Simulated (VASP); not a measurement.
Input of a VASP 6.6.1 run:

The input INCAR:

```
SYSTEM = EuAgSeF
PREC = Accurate ; ENCUT = 520
EDIFF = 1E-6 ; ISMEAR = 0
SIGMA = 0.02 ; LREAL = .FALSE.
LASPH = .TRUE. ; NELM = 150
ALGO = Normal ; ISIF = 2
LWAVE = .FALSE. ; LCHARG = .FALSE.
ISPIN = 2 ; MAGMOM = 7.44 7.44 0 0 0 0 0 0
LORBIT = 11 ; LMAXMIX = 6
LDAU = .TRUE. ; LDAUTYPE = 2
LDAUL = 3 -1 -1 -1 ; LDAUU = 5 0 0 0
LDAUJ = 0 0 0 0 ; LDAUPRINT = 1
GGA = PE ; NBANDS = 55
KPAR = 2
```

File KPOINTS:

```
Automatic mesh
0
G
  6 6 4
  0 0 0
```

The input POSCAR:

```
EuAgSeF
1.0
    4.1883606782      0.0000000000      0.0000000000
    0.0000000000      4.1883606782      0.0000000000
    0.0000000000      0.0000000000      9.3499909729
Eu Ag Se F
2 2 2 2
Direct
    0.5000000000      0.0000000000      0.3466672929
    0.0000000000      0.5000000000      0.6533327071
    0.0000000000      0.0000000000      0.0000000000
    0.5000000000      0.5000000000      0.0000000000
    0.0000000000      0.5000000000      0.1976412951
    0.5000000000      0.0000000000      0.8023587049
    0.0000000000      0.0000000000      0.5000000000
    0.5000000000      0.5000000000      0.5000000000
```

Potentials or basis: VASP PAW PBE potentials, release 64 (Eu, Ag, Se, F).

The run is started by

```sh
$ cat potpaw_PBE.64/Eu/POTCAR potpaw_PBE.64/Ag/POTCAR potpaw_PBE.64/Se/POTCAR potpaw_PBE.64/F/POTCAR > POTCAR
$ mpirun -np 2 vasp_std > vasp.out
```

**Question.** Predict the site moments.

**Answer.** Eu +6.72; Ag -0.00; Se -0.02; F -0.02 μB.

**Question.** What does it give for the net moment?

**Answer.** 14.00 μB per cell.

**Question.** What does it give for the pressure?

**Answer.** 0.0 GPa.

**Question.** Predict the largest force.

**Answer.** 0.017 eV/Å.

Eigenvalues of the final occupation matrices:
```csv
site,spin,trace,eigenvalues
site 1 f,1,6.85,0.98 0.98 0.98 0.98 0.98 0.98 0.98
site 1 f,2,0.01,0.00 0.00 0.00 0.00 0.00 0.00 0.00
site 2 f,1,6.85,0.98 0.98 0.98 0.98 0.98 0.98 0.98
site 2 f,2,0.01,0.00 0.00 0.00 0.00 0.00 0.00 0.00
```

Caveat: spin-orbit coupling is left out, which moves the levels of the heavy elements. The state reached can hang on the start; a lower one may exist.
